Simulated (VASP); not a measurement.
Write the native input for VASP 6.6.1 that does the following.

| Property | Result |
| --- | --- |
| Task | single point |
| Functional | PBEsol |
| Potentials or basis | VASP PAW PBE potentials, release 64 (C) |
| Cutoff | 520 eV |
| k mesh | 14 × 14 × 8 |
| Occupations | fermi-dirac, width 0.1 eV |
| Spin | no spin polarisation |
| Dipole correction | no |
| Further INCAR settings | ALGO = Normal; EDIFF = 1e-07; NBANDS = 11 |

The structure of C lies in POSCAR:

```
C
1.0
    2.1758423009     -1.2562959881      0.0000000000
    2.1758423009      1.2562959881      0.0000000000
   -1.4105253756      0.0000000000      3.5827264760
C
2
Direct
    0.8333600000      0.8333600000      0.0000900000
    0.1666400000      0.1666400000      0.9999100000
```

The input as run:

INCAR

```
SYSTEM = C
ALGO = Normal
EDIFF = 1E-7
ENCUT = 520
GGA = PS
ISIF = 2
ISMEAR = -1
LASPH = .True.
LCHARG = .False.
LREAL = .False.
LWAVE = .False.
NBANDS = 11
NELM = 60
PREC = Accurate
SIGMA = 0.1
```

KPOINTS

```
k-points
0
Gamma
  14 14 8
  0 0 0
```

Potentials or basis: VASP PAW PBE potentials, release 64 (C).

Command:

```console
$ cat potpaw_PBE.64/C/POTCAR > POTCAR
$ mpirun -np 1 vasp_std > vasp.out
```

Results of the run:

- Pressure: -14.9 GPa
- Largest force: 0.004 eV/Å
- Band gap on the k mesh: 0.76 eV, indirect (least direct gap 0.78 eV)

Caveat: the PAW data sets were made with another functional, which shifts forces and pressure a little; this functional lacks dispersion, which binds the layers, so the pressure and a relaxed spacing across them are unreliable.

Run time: 34 s on 1 thread of Intel(R) Xeon(R) 6975P-C (Granite Rapids), on a shared host, peak memory 0.18 GiB.
